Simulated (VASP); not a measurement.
# HfO3 (P6_3/mmc) in VASP: a series of runs

HfO3 is run at these levels: PBE; tasks: single point, relaxation of cell and atoms.

Everything below comes from runs of VASP 6.6.1. Logs are shortened: lines on timing, memory, paths and dates and some standing lists are left out, and cuts for length are marked.

## Step 1: The cell of the first run

It takes space group P6_3/mmc (No. 194, hexagonal). Conventional cell: a = 4.516 Å, b = 4.516 Å, c = 4.218 Å, α = 90.00°, β = 90.00°, γ = 120.00°. Hf (site symmetry -6m2) has 12 O at 2.26 to 2.44 Å within 3.0 Å. Within 2.8 Å of O (site symmetry mm2) lie 8 O at 2.13 to 2.52 Å and 4 Hf at 2.26 to 2.44 Å.

## Step 2: Single point, PBE

The input, INCAR:

```
  PREC = Accurate
  ENCUT = 520
  EDIFF = 1E-6
  ISMEAR = 0
  SIGMA = 0.1
  LREAL = F
  LASPH = T
  NELM = 60
  ALGO = Normal
  ISIF = 2
  LWAVE = F
  LCHARG = F
  GGA = PE
  NBANDS = 38
```

The input, KPOINTS:

```
regular mesh
0
Gamma
  6 6 4
```

The input, POSCAR:

```
HfO3
1.0
    4.5162604616      0.0000000000      0.0000000000
   -2.2581302308      3.9111962899      0.0000000000
    0.0000000000      0.0000000000      4.2182836278
Hf O
2 6
Direct
    0.3333333333      0.6666666667      0.2500000000
    0.6666666667      0.3333333333      0.7500000000
    0.8241488323      0.6482976646      0.2500000000
    0.1758511677      0.8241488323      0.7500000000
    0.3517023354      0.1758511677      0.2500000000
    0.1758511677      0.3517023354      0.7500000000
    0.8241488323      0.1758511677      0.2500000000
    0.6482976646      0.8241488323      0.7500000000
```

Potentials or basis: VASP PAW PBE potentials, release 64 (Hf_pv, O).

On the command line:

```console
> cat potpaw_PBE.64/Hf_pv/POTCAR potpaw_PBE.64/O/POTCAR > POTCAR
> mpirun -np 1 vasp_std > vasp.out
```

OUTCAR:

```text
PREC = Accurate
   ENCUT = 520
   EDIFF = 1E-6
   ISMEAR = 0
   LREAL = F
   LASPH = T
   NELM = 60
   ISIF = 2
   GGA = PE

 ion  position               nearest neighbor table
   1  0.333  0.667  0.250-   3 2.26   5 2.26   7 2.26   7 2.26   3 2.26   5 2.26   4 2.44   4 2.44
                             8 2.44   8 2.44   6 2.44   6 2.44   2 3.35   2 3.35   2 3.35   2 3.35
   2  0.667  0.333  0.750-   6 2.26   8 2.26   4 2.26   4 2.26   6 2.26   8 2.26   7 2.44   7 2.44
                             5 2.44   5 2.44   3 2.44   3 2.44   1 3.35   1 3.35   1 3.35   1 3.35
   3  0.824  0.648  0.250-   1 2.26   1 2.26   2 2.44   2 2.44
   4  0.176  0.824  0.750-   2 2.26   2 2.26   1 2.44   1 2.44
   5  0.352  0.176  0.250-   1 2.26   1 2.26   2 2.44   2 2.44
   6  0.176  0.352  0.750-   2 2.26   2 2.26   1 2.44   1 2.44
   7  0.824  0.176  0.250-   1 2.26   1 2.26   2 2.44   2 2.44
   8  0.648  0.824  0.750-   2 2.26   2 2.26   1 2.44   1 2.44

  LATTYP: Found a hexagonal cell.
 ALAT       =     4.5162604616
 C/A-ratio  =     0.9340213355

  Lattice vectors:

 A1 = (   4.5162604616,   0.0000000000,   0.0000000000)
 A2 = (  -2.2581302308,   3.9111962899,   0.0000000000)
 A3 = (   0.0000000000,   0.0000000000,   4.2182836278)

Analysis of symmetry for initial positions (statically):
=====================================================================
 Subroutine PRICEL returns:
 Original cell was already a primitive cell.

 Routine SETGRP: Setting up the symmetry group for a
 hexagonal supercell.

 Subroutine GETGRP returns: Found 24 space group operations
 (whereof 12 operations were pure point group operations)
 out of a pool of 24 trial point group operations.

The static configuration has the point symmetry D_3d.
 The point group associated with its full space group is D_6h.

Analysis of symmetry for dynamics (positions and initial velocities):
=====================================================================
 Subroutine PRICEL returns:
 Original cell was already a primitive cell.

 Routine SETGRP: Setting up the symmetry group for a
 hexagonal supercell.

 Subroutine GETGRP returns: Found 24 space group operations
 (whereof 12 operations were pure point group operations)
 out of a pool of 24 trial point group operations.

The dynamic configuration has the point symmetry D_3d.
 The point group associated with its full space group is D_6h.

 Subroutine INISYM returns: Found 24 space group operations
 (whereof 12 operations are pure point group operations),
 and found     1 'primitive' translations

----------------------------------------------------------------------------------------

                                     Primitive cell

  volume of cell :      74.5117

  direct lattice vectors                    reciprocal lattice vectors
     4.516260462  0.000000000  0.000000000     0.221422128  0.127838125  0.000000000
    -2.258130231  3.911196290  0.000000000     0.000000000  0.255676250  0.000000000
     0.000000000  0.000000000  4.218283628     0.000000000  0.000000000  0.237063244

  length of vectors
     4.516260462  4.516260462  4.218283628     0.255676250  0.255676250  0.237063244

  position of ions in fractional coordinates (direct lattice)
     0.333333333  0.666666667  0.250000000
     0.666666667  0.333333333  0.750000000
     0.824148832  0.648297665  0.250000000
     0.175851168  0.824148832  0.750000000
     0.351702335  0.175851168  0.250000000
     0.175851168  0.351702335  0.750000000
     0.824148832  0.175851168  0.250000000
     0.648297665  0.824148832  0.750000000

  ion indices of the primitive-cell ions
   primitive index   ion index
                 1           1
                 2           2
                 3           3
                 4           4
                 5           5
                 6           6
                 7           7
                 8           8

----------------------------------------------------------------------------------------

 KPOINTS: regular mesh

Automatic generation of k-mesh.
 Grid dimensions read from file:
 generate k-points for:    6    6    4

 Generating k-lattice:

  Cartesian coordinates                     Fractional coordinates (reciprocal lattice)
     0.036903688  0.021306354  0.000000000     0.166666667  0.000000000  0.000000000
     0.000000000  0.042612708  0.000000000     0.000000000  0.166666667  0.000000000
     0.000000000  0.000000000  0.059265811     0.000000000  0.000000000  0.250000000

  Length of vectors
     0.042612708  0.042612708  0.059265811

  Shift w.r.t. Gamma in fractional coordinates (k-lattice)
     0.000000000  0.000000000  0.000000000

 Subroutine IBZKPT returns following result:
 ===========================================

 Found     21 irreducible k-points:

 Following reciprocal coordinates:
            Coordinates               Weight
  0.000000  0.000000  0.000000      1.000000
  0.166667 -0.000000  0.000000      6.000000
  0.333333 -0.000000  0.000000      6.000000
  0.500000  0.000000  0.000000      3.000000
  0.166667  0.166667  0.000000      6.000000
  0.333333  0.166667  0.000000     12.000000
[... 13 lines left out ...]
  0.333333  0.166667  0.500000     12.000000
  0.333333  0.333333  0.500000      2.000000
   k-points           NKPTS =     21   k-points in BZ     NKDIM =     21   number of bands    NBANDS=     38
   number of dos      NEDOS =    301   number of ions     NIONS =      8
   total plane-waves  NPLWV =  41472
   dimension x,y,z NGX =    36 NGY =   36 NGZ =   32
   dimension x,y,z NGXF=    72 NGYF=   72 NGZF=   64
   ions per type =               2   6
   NGX,Y,Z   is equivalent  to a cutoff of  13.25, 13.25, 12.61 a.u.
   NGXF,Y,Z  is equivalent  to a cutoff of  26.50, 26.50, 25.22 a.u.
 SYSTEM =  unknown system
   PREC   = accura    normal or accurate (medium, high low for compatibility)
   ISTART =      0    job   : 0-new  1-cont  2-samecut
   ICHARG =      2    charge: 1-file 2-atom 10-const
   ISPIN  =      1    spin polarized calculation?
   LNONCOLLINEAR =      F non collinear calculations
   LSORBIT =      F    spin-orbit coupling
   LASPH  =      T    aspherical Exc in radial PAW
   ENCUT  =  520.0 eV  38.22 Ry    6.18 a.u.   8.40  8.40  7.84*2*pi/ulx,y,z
   NELM   =     60;   NELMIN=  2; NELMDL= -5     # of ELM steps
   EDIFF  = 0.1E-05   stopping-criterion for ELM
   LREAL  =      F    real-space projection
   EDIFFG = 0.1E-04   stopping-criterion for IOM
   NSW    =      0    number of steps for IOM
   IBRION =     -1    ionic relax: 0-MD 1-quasi-New 2-CG
   NFREE  =      0    steps in history (QN), initial steepest desc. (CG)
   ISIF   =      2    stress and relaxation
   ISYM   =      2    0-nonsym 1-usesym 2-fastsym
   POTIM  = 0.5000    time-step for ionic-motion
   TEBEG  =    0.0;   TEEND  =   0.0 temperature during run
   PSTRESS=    0.0 pullay stress
   NELECT =      56.0000    total number of electrons
   NUPDOWN=      -1.0000    fix difference up-down
   EMIN   =  10.00;   EMAX   =-10.00  energy-range for DOS
   EFERMI =   0.00;   METHOD = LEGACY
   ISMEAR =     0;   SIGMA  =   0.10  broadening in eV -4-tet -1-fermi 0-gaus
   EFERMI_NEDOS =   21; number of points for ismear=-14 and -15
   IALGO  =     38    algorithm
   IMIX   =      4    mixing-type and parameters
     AMIX     =   0.40;   BMIX     =  1.00
     AMIX_MAG =   1.60;   BMIX_MAG =  1.00
  volume/ion in A,a.u.               =       9.31        62.85
  Fermi-wavevector in a.u.,A,eV,Ry     =   1.488433  2.812731 30.142806  2.215434
  Thomas-Fermi vector in A             =   2.601469
   LORBIT       =      0    0 simple, 1 ext, 2 COOP (PROOUT), +10 PAW based schemes
   GGA     = PE    functional components
   LHFCALC =     F    Hartree Fock is set to
   AEXX    =    0.0000 exact exchange contribution
   IVDW    =     0    specifies the selected vdW correction
   LEPSILON=     F    determine dielectric tensor
   LRPA    =     F    only Hartree local field effects (RPA)
 non-spin polarized calculation
 Gauss-broadening in eV      SIGMA  =   0.10
  energy-cutoff  :      520.00
  volume of cell :       74.51
 maximum number of plane-waves:      2085
 NGX is ok and might be reduce to    36
   NGX = 17   NGY = 17   NGZ = 15

 number of electron      55.9999975 magnetization

 Free energy of the ion-electron system (eV)
  ---------------------------------------------------
  ext. energy  EPLUGINS =         0.00000000
  ---------------------------------------------------
  free energy    TOTEN  =       -63.14391425 eV

  energy without entropy =      -63.11509720  energy(sigma->0) =      -63.12950572

 E-fermi :   5.2980     XC(G=0): -12.5607

 val. band max:        5.2748497070   @ k =   0.3333   0.1667   0.2500
 cond. band min:       5.3005001532   @ k =   0.3333   0.1667   0.0000
 fundamental gap:      0.0256504462
 Fermi energy:         5.2980037342

 k-point     1 :       0.0000    0.0000    0.0000
  band No.  band energies     occupation
      1     -25.7952      2.00000
      2     -25.7113      2.00000
      3     -25.7113      2.00000
      4     -25.5395      2.00000
      5     -25.5233      2.00000
      6     -25.5233      2.00000
[... 30 lines left out ...]
     37      10.5025      0.00000
     38      11.1535      0.00000

 k-point     2 :       0.1667   -0.0000    0.0000
  band No.  band energies     occupation
      1     -25.7798      2.00000
      2     -25.7303      2.00000
      3     -25.7251      2.00000
      4     -25.5544      2.00000
      5     -25.5454      2.00000
      6     -25.5133      2.00000
[... 30 lines left out ...]
     37      11.3185      0.00000
     38      11.4553      0.00000
[... 736 lines left out ...]
     37      11.8645      0.00000
     38      11.8645      0.00000

 k-point    21 :       0.3333    0.3333    0.5000
  band No.  band energies     occupation
      1     -25.9005      2.00000
      2     -25.9005      2.00000
      3     -25.6575      2.00000
      4     -25.6575      2.00000
      5     -25.4896      2.00000
      6     -25.4896      2.00000
[... 30 lines left out ...]
     37      12.0479      0.00000
     38      12.0479      0.00000

------------------------ aborting loop because EDIFF is reached ----------------------------------------

  FORCE on cell =-STRESS in cart. coord.  units (eV):
  Direction    XX          YY          ZZ          XY          YZ          ZX
  --------------------------------------------------------------------------------------
  -------------------------------------------------------------------------------------
  Total       -1.6925567     -1.6925567     -1.2711868      0.0000000     -0.0000000      0.0000000
  in kB      -36.3939699    -36.3939699    -27.3335209      0.0000000     -0.0000000      0.0000000
  external PRESSURE =     -33.3738202 kB  Pullay stress =       0.0000000 kB

 VOLUME and BASIS-vectors are now :
 -----------------------------------------------------------------------------
  energy-cutoff  :      520.00
  volume of cell :       74.51
      direct lattice vectors                 reciprocal lattice vectors
     4.516260462  0.000000000  0.000000000     0.221422128  0.127838125  0.000000000
    -2.258130231  3.911196290  0.000000000     0.000000000  0.255676250  0.000000000
     0.000000000  0.000000000  4.218283628     0.000000000  0.000000000  0.237063244

 POSITION                                       TOTAL-FORCE (eV/Angst)
 -----------------------------------------------------------------------------------
     -0.00000      2.60746      1.05457        -0.000000      0.000000     -0.000000
      2.25813      1.30373      3.16371        -0.000000      0.000000     -0.000000
      2.25813      2.53562      1.05457        -0.000000     -0.038743     -0.000000
     -1.06685      3.22341      3.16371         0.033552     -0.019371     -0.000000
      1.19128      0.68779      1.05457         0.033552      0.019371     -0.000000
      0.00000      1.37558      3.16371        -0.000000      0.038743      0.000000
      3.32498      0.68779      1.05457        -0.033552      0.019371      0.000000
      1.06685      3.22341      3.16371        -0.033552     -0.019371     -0.000000
 -----------------------------------------------------------------------------------
    total drift:                               -0.000001      0.000000     -0.000000

  FREE ENERGIE OF THE ION-ELECTRON SYSTEM (eV)
  ---------------------------------------------------
  free  energy   TOTEN  =       -63.1439142450 eV

  energy  without entropy=      -63.1150971986  energy(sigma->0) =      -63.12950572
```

It took 66 s on 1 thread of AMD EPYC 7R13, shared host; peak memory 0.18 GiB.

Results:

- Free energy: -63.1439 eV
- Pressure: -3.3 GPa
- Largest force: 0.039 eV/Å
- Band gap on the k mesh: zero (bands 28 and 29 overlap by 1.16 eV)

Forces on the atoms (eV/Å):
```
Hf   0.000  0.000  0.000
Hf   0.000  0.000  0.000
O    0.000 -0.039  0.000
O    0.034 -0.019  0.000
O    0.034  0.019  0.000
O    0.000  0.039  0.000
O   -0.034  0.019  0.000
O   -0.034 -0.019  0.000
```

Stress tensor (GPa, compression positive):
```
-3.64  0.00  0.00
 0.00 -3.64  0.00
 0.00  0.00 -2.73
```

Caveat: the k points lie up to 0.37 Å⁻¹ apart, too coarse for converged energies and pressures of a metal; spin-orbit coupling is left out, which moves the levels of the heavy elements.

## Step 3: Single point, PBE

This run uses another cell than the first one, of 10.70 Å³/atom.

The input, INCAR:

```
PREC = Accurate
ENCUT = 520
EDIFF = 1E-7
ISMEAR = 0
SIGMA = 0.1
LREAL = F
LASPH = T
NELM = 100
ALGO = Normal
ISIF = 2
LWAVE = F
LCHARG = F
GGA = PE
NBANDS = 38
```

KPOINTS is that of step 2.

The input, POSCAR:

```
HfO3
1.0
    4.9755119037      0.0000000000      0.0000000000
   -2.4877559518      4.3089197054      0.0000000000
    0.0000000000      0.0000000000      3.9936159859
Hf O
2 6
Direct
    0.3333333333      0.6666666667      0.2500000000
    0.6666666667      0.3333333333      0.7500000000
    0.8330000000      0.6660000000      0.2500000000
    0.1670000000      0.8330000000      0.7500000000
    0.3340000000      0.1670000000      0.2500000000
    0.1670000000      0.3340000000      0.7500000000
    0.8330000000      0.1670000000      0.2500000000
    0.6660000000      0.8330000000      0.7500000000
```

Potentials or basis: VASP PAW PBE potentials, release 64 (Hf_pv, O).

On the command line:

```console
> cat potpaw_PBE.64/Hf_pv/POTCAR potpaw_PBE.64/O/POTCAR > POTCAR
> mpirun -np 1 vasp_std > vasp.out
```

It took 83 s on 1 thread of AMD EPYC 7R13, shared host; peak memory 0.2 GiB.

The run converged. Its results:

* Free energy: -60.3219 eV
* Pressure: -27.1 GPa
* Largest force: 2.359 eV/Å
* Band gap on the k mesh: zero (bands 28 and 29 overlap by 0.54 eV)

Forces on the atoms (eV/Å):
```
Hf   0.000  0.000  0.000
Hf   0.000  0.000  0.000
O    0.000 -2.359  0.000
O    2.043 -1.180  0.000
O    2.043  1.180  0.000
O    0.000  2.359  0.000
O   -2.043  1.180  0.000
O   -2.043 -1.180  0.000
```

Stress tensor (GPa, compression positive):
```
-33.89   0.00   0.00
  0.00 -33.89   0.00
  0.00   0.00 -13.42
```

Levels at points of the mesh, in eV from the Fermi level:
| k point | band 26 | band 27 | band 28 | band 29 | band 30 | band 31 |
| --- | --- | --- | --- | --- | --- | --- |
| (0.00, 0.00, 0.00) | 0.24 | 0.41 | 0.41 | 0.48 | 0.48 | 3.28 |
| (0.50, 0.00, 0.00) | -1.02 | -0.84 | -0.04 | -0.01 | 0.54 | 3.99 |
| (0.00, 0.00, 0.50) | -0.64 | 0.30 | 0.30 | 0.30 | 0.30 | 3.67 |
| (0.50, 0.00, 0.50) | -1.25 | -0.02 | -0.02 | 0.00 | 0.00 | 4.26 |

Caveat: the k points lie up to 0.39 Å⁻¹ apart, too coarse for converged energies and pressures of a metal; spin-orbit coupling is left out, which moves the levels of the heavy elements; forces of over 1 eV/Å act on the atoms, so gaps and moduli don't describe the material at rest.

## Step 4: Relaxation of cell and atoms, PBE

This run uses another cell than the first one, of 10.70 Å³/atom.

The input, INCAR:

```
SYSTEM = HfO3
PREC = Accurate ; ENCUT = 600
EDIFF = 1E-6 ; ISMEAR = 0
SIGMA = 0.1 ; LREAL = .FALSE.
LASPH = .TRUE. ; NELM = 80
ALGO = Normal ; ISIF = 3
LWAVE = .FALSE. ; LCHARG = .FALSE.
GGA = PE ; IBRION = 2
NSW = 90 ; EDIFFG = -0.04
```

The input, KPOINTS:

```
regular mesh
0
G
  6 6 4
  0 0 0
```

POSCAR is that of step 3.

On the command line:

```console
> cat potpaw_PBE.64/Hf_pv/POTCAR potpaw_PBE.64/O/POTCAR > POTCAR
> mpirun -np 1 vasp_std > vasp.out
```

It took 9.5 min on 1 thread of AMD EPYC 7R13, shared host; peak memory 0.23 GiB.

The run converged. Its results:

* Free energy: -63.1994 eV
* Relaxed volume: 9.19 Å³/atom
* Relaxed cell: a = 4.494 Å, b = 4.494 Å, c = 4.204 Å, α = 90.00°, β = 90.00°, γ = 120.00°
* Space group after relaxing (to 0.1 Å): P6_3/mmc (No. 194)
* Energy gained by relaxing: 358.7 meV/atom
* Ionic steps: 11
* Pressure after relaxing: -0.5 GPa
* Largest force after relaxing: 0.033 eV/Å
* Band gap on the k mesh: zero (bands 28 and 29 overlap by 1.19 eV)

Forces on the atoms (eV/Å):
```
Hf   0.000  0.000  0.000
Hf   0.000  0.000  0.000
O    0.000 -0.033  0.000
O    0.029 -0.017  0.000
O    0.029  0.017  0.000
O    0.000  0.033  0.000
O   -0.029  0.017  0.000
O   -0.029 -0.017  0.000
```

Stress tensor (GPa, compression positive):
```
-0.53  0.00  0.00
 0.00 -0.53  0.00
 0.00  0.00 -0.43
```

The path:
```
step  energy change (eV)  largest force (eV/Å)  pressure (GPa)  volume (Å³)
   1              0.0000                2.3609          -27.21        85.62
   2             -1.6500                0.9515           41.56        64.90
   3             -2.3686                0.8663            7.98        71.06
   4             -2.3704                0.7995            9.24        70.76
   5             -2.6335                1.4551            7.41        72.24
   6             -2.7336                0.6068            7.05        71.77
   7             -2.7970                0.0391           -6.76        75.54
   8             -2.8206                0.1669           -2.35        74.20
   9             -2.8561                0.0946           -1.03        73.70
  10             -2.8695                0.0098            0.76        73.16
  11             -2.8699                0.0334           -0.50        73.54
```

Final structure:
```
Hf O
1.0
     4.49416    0.00000    0.00000
    -2.24708    3.89206    0.00000
     0.00000    0.00000    4.20430
Hf O
2 6
Direct
  0.33333 0.66667 0.25000
  0.66667 0.33333 0.75000
  0.82446 0.64892 0.25000
  0.17554 0.82446 0.75000
  0.35108 0.17554 0.25000
  0.17554 0.35108 0.75000
  0.82446 0.17554 0.25000
  0.64892 0.82446 0.75000
```

Levels at points of the mesh, in eV from the Fermi level:
```csv
k point,band 24,band 25,band 26,band 27,band 28,band 29,band 30,band 31,band 32,band 33
"(0.00, 0.00, 0.00)",-1.50,-1.46,-0.35,0.70,0.70,0.74,0.74,4.11,4.11,4.29
"(0.50, 0.00, 0.00)",-2.25,-2.11,-1.84,-1.40,-0.63,0.17,0.60,4.55,4.93,5.37
"(0.00, 0.00, 0.50)",-1.59,-0.95,-0.95,0.63,0.63,0.63,0.63,3.40,3.40,3.40
"(0.50, 0.00, 0.50)",-2.57,-2.05,-2.05,-1.18,-1.18,0.25,0.25,4.36,4.36,5.01
```

Caveat: the k points lie up to 0.37 Å⁻¹ apart in the final cell, too coarse for converged energies and pressures of a metal; spin-orbit coupling is left out, which moves the levels of the heavy elements.

(Part 1 of 2 ends here.)
